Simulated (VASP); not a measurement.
## Si: single point with PBE

Crystal: Si.

```xyz
8
Lattice="-3.1107 3.1107 3.5094 3.1107 -3.1107 3.5094 3.1107 3.1107 -3.5094" Properties=species:S:1:pos:R:3 pbc="T T T"
Si    0.6310    0.6310    0.7119
Si   -0.6310    2.4796    0.7119
Si    0.6310   -0.6310    2.7975
Si    2.4796    0.6310   -0.7119
Si    2.4796    2.4796    2.7975
Si    0.6310    3.7417   -0.7119
Si   -0.6310    0.6310    4.2213
Si    3.7417   -0.6310    0.7119
```

```json
{
 "Program": "VASP 6.6.1",
 "Task": "single point",
 "Functional": "PBE",
 "Potentials or basis": "VASP PAW PBE potentials, release 64 (Si)",
 "Cutoff": "520 eV",
 "k mesh": "10 × 10 × 10",
 "Occupations": "gaussian, width 0.15 eV",
 "Spin": "no spin polarisation",
 "Dipole correction": "no",
 "Further INCAR settings": "ALGO = Normal; EDIFF = 1e-07; NBANDS = 26"
}
```

The pressure is 9.8 GPa and the largest force is 1.112 eV/Å. The band gap on the k mesh is zero (bands 16 and 17 overlap by 0.63 eV).

Forces on the atoms (eV/Å):
```
Si   0.640 -0.583  0.699
Si  -0.640  0.583  0.699
Si   0.640  0.583 -0.699
Si  -0.640 -0.583 -0.699
Si  -0.640  0.583 -0.699
Si   0.640 -0.583 -0.699
Si  -0.640 -0.583  0.699
Si   0.640  0.583  0.699
```

Stress tensor (GPa, compression positive):
```
15.80  0.00  0.00
 0.00 17.12  0.00
 0.00  0.00 -3.43
```

Levels at points of the mesh, in eV from the Fermi level:
```csv
k point,band 13,band 14,band 15,band 16,band 17,band 18,band 19,band 20
"(0.00, 0.00, 0.00)",-4.03,-2.56,-1.05,-0.03,0.12,2.52,2.79,3.21
"(0.50, 0.00, 0.00)",-1.91,-1.91,-0.74,-0.74,-0.16,-0.16,2.29,2.29
"(0.00, 0.50, 0.00)",-2.01,-2.01,-1.52,-1.52,0.95,0.95,2.03,2.03
"(0.50, 0.50, 0.00)",-2.09,-2.09,-1.74,-1.74,0.52,0.52,1.51,1.51
"(0.50, 0.50, 0.50)",-2.62,-0.45,-0.37,0.07,0.95,1.87,2.13,2.51
```

Run time: 9.3 min on 1 thread of Intel(R) Xeon(R) Platinum 8488C (Sapphire Rapids), with other jobs on the host, peak memory 0.53 GiB.

Caveat: the stress differs along the axes, from -3 to 17 GPa; semilocal functionals underestimate gaps, and a narrow one can read as zero; forces of over 1 eV/Å act on the atoms, so gaps and moduli don't describe the material at rest.
